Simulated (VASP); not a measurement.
Write the native input for VASP 6.6.1 that does the following.

```
Task                   : single point
Functional             : PBE
Potentials or basis    : VASP PAW PBE potentials, release 64 (Ga_d, Sb)
Cutoff                 : 520 eV
k mesh                 : 8 × 8 × 8
Occupations            : fermi-dirac, width 0.02 eV
Spin                   : no spin polarisation
Dipole correction      : no
Further INCAR settings : ALGO = Normal; EDIFF = 1e-06; NBANDS = 16
```

The structure of GaSb lies in POSCAR:

```
GaSb
1.0
    0.0000000000      3.1578551619      3.1578551619
    3.1578551619      0.0000000000      3.1578551619
    3.1578551619      3.1578551619      0.0000000000
Ga Sb
1 1
Direct
    0.0000000000      0.0000000000      0.0000000000
    0.2500000000      0.2500000000      0.2500000000
```

This cell differs from its parent crystal: strain +3.0%.

These files were run (other wordings do the same):

INCAR

```
ALGO     = Normal         # electronic algorithm
EDIFF    = 1E-6           # SCF threshold, eV
ENCUT    = 520            # plane-wave cutoff, eV
GGA      = PE             # functional
ISIF     = 2              # what is computed and relaxed
ISMEAR   = -1             # smearing method
LASPH    = True           # aspherical terms in the spheres
LCHARG   = False          # write CHGCAR
LREAL    = False          # projectors in reciprocal space
LWAVE    = False          # write WAVECAR
NBANDS   = 16             # bands
NELM     = 100            # most SCF steps
PREC     = Accurate       # precision mode
SIGMA    = 0.02           # smearing width, eV
```

KPOINTS

```
k-points
0
Gamma
  8 8 8
```

Potentials or basis: VASP PAW PBE potentials, release 64 (Ga_d, Sb).

The run is started by

```bash
$ cat potpaw_PBE.64/Ga_d/POTCAR potpaw_PBE.64/Sb/POTCAR > POTCAR
$ mpirun -np 1 vasp_std > vasp.out
```

It gave:

```
Pressure               : -1.9 GPa
Band gap on the k mesh : zero (filled and empty bands touch)
```

Caveat: the cell differs from its parent crystal (strain +3.0%); spin-orbit coupling is left out, which moves the levels of the heavy elements.

Wall time 32 s on 1 thread of Intel Xeon 6975P-C (shared host), peak memory 0.21 GiB.
